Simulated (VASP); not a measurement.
Input of a VASP 6.6.1 run:

The input INCAR:

```
ALGO     = Normal         # electronic algorithm
EDIFF    = 1E-7           # SCF threshold, eV
EDIFFG   = -0.01          # ionic threshold
ENCUT    = 600            # plane-wave cutoff, eV
GGA      = PE             # functional
GGA_COMPAT= False        
IBRION   = 2              # ionic algorithm
ISIF     = 3              # what is computed and relaxed
ISMEAR   = 0              # smearing method
LASPH    = True           # aspherical terms in the spheres
LCHARG   = False          # write CHGCAR
LREAL    = False          # projectors in reciprocal space
LWAVE    = False          # write WAVECAR
NELM     = 120            # most SCF steps
NELMIN   = 4            
NSW      = 100            # ionic steps
PREC     = Accurate       # precision mode
SIGMA    = 0.02           # smearing width, eV
```

Contents of KPOINTS:

```
k-points
0
Gamma
  6 6 2
```

The input POSCAR:

```
SrAl2O5
1.0
    1.9112565502     -5.3794800740      0.0000000000
    1.9112565502      5.3794800740      0.0000000000
    0.0000000000      0.0000000000     10.5409112691
Sr Al O
2 4 10
Direct
    0.1272528350      0.8727471650      0.7500000000
    0.8727471650      0.1272528350      0.2500000000
    0.8116962438      0.1883037562      0.5814671877
    0.8116962438      0.1883037562      0.9185328123
    0.1883037562      0.8116962438      0.4185328123
    0.1883037562      0.8116962438      0.0814671877
    0.9823386470      0.0176613530      0.5680443047
    0.2783308348      0.7216691652      0.5666391558
    0.9823386470      0.0176613530      0.9319556953
    0.2783308348      0.7216691652      0.9333608442
    0.7684141578      0.2315858422      0.7500000000
    0.0176613530      0.9823386470      0.4319556953
    0.7216691652      0.2783308348      0.4333608442
    0.0176613530      0.9823386470      0.0680443047
    0.7216691652      0.2783308348      0.0666391558
    0.2315858422      0.7684141578      0.2500000000
```

Potentials or basis: VASP PAW PBE potentials, release 64 (Sr_sv, Al, O).

Launch:

```console
$ cat potpaw_PBE.64/Sr_sv/POTCAR potpaw_PBE.64/Al/POTCAR potpaw_PBE.64/O/POTCAR > POTCAR
$ mpirun -np 1 vasp_std > vasp.out
```

Question: Estimate the space group after relaxing (to 0.1 Å).

Answer: Cmcm (No. 63).

Question: What does it give for the relaxed volume?

Answer: 13.56 Å³/atom.

Question: What does it give for the band gap on the k mesh?

Answer: 2.71 eV (least direct gap 2.80 eV).

Question: Predict the relaxed cell.

Answer: a = 5.718 Å, b = 5.718 Å, c = 10.535 Å, α = 90.00°, β = 90.00°, γ = 140.96°.

Final structure:
```yaml
crystal:
  lattice:
    - [1.91051, -5.38913, 0.00000]
    - [1.91051, 5.38913, 0.00000]
    - [0.00000, 0.00000, 10.53535]
  atoms:
    - { symbol: Sr, position: [0.12712, 0.87288, 0.75000] }
    - { symbol: Sr, position: [0.87288, 0.12712, 0.25000] }
    - { symbol: Al, position: [0.81181, 0.18819, 0.58146] }
    - { symbol: Al, position: [0.81181, 0.18819, 0.91854] }
    - { symbol: Al, position: [0.18819, 0.81181, 0.41854] }
    - { symbol: Al, position: [0.18819, 0.81181, 0.08146] }
    - { symbol: O, position: [0.98205, 0.01795, 0.56824] }
    - { symbol: O, position: [0.27855, 0.72145, 0.56643] }
    - { symbol: O, position: [0.98205, 0.01795, 0.93176] }
    - { symbol: O, position: [0.27855, 0.72145, 0.93357] }
    - { symbol: O, position: [0.76876, 0.23124, 0.75000] }
    - { symbol: O, position: [0.01795, 0.98205, 0.43176] }
    - { symbol: O, position: [0.72145, 0.27855, 0.43357] }
    - { symbol: O, position: [0.01795, 0.98205, 0.06824] }
    - { symbol: O, position: [0.72145, 0.27855, 0.06643] }
    - { symbol: O, position: [0.23124, 0.76876, 0.25000] }
```

A k mesh can miss the band edges.
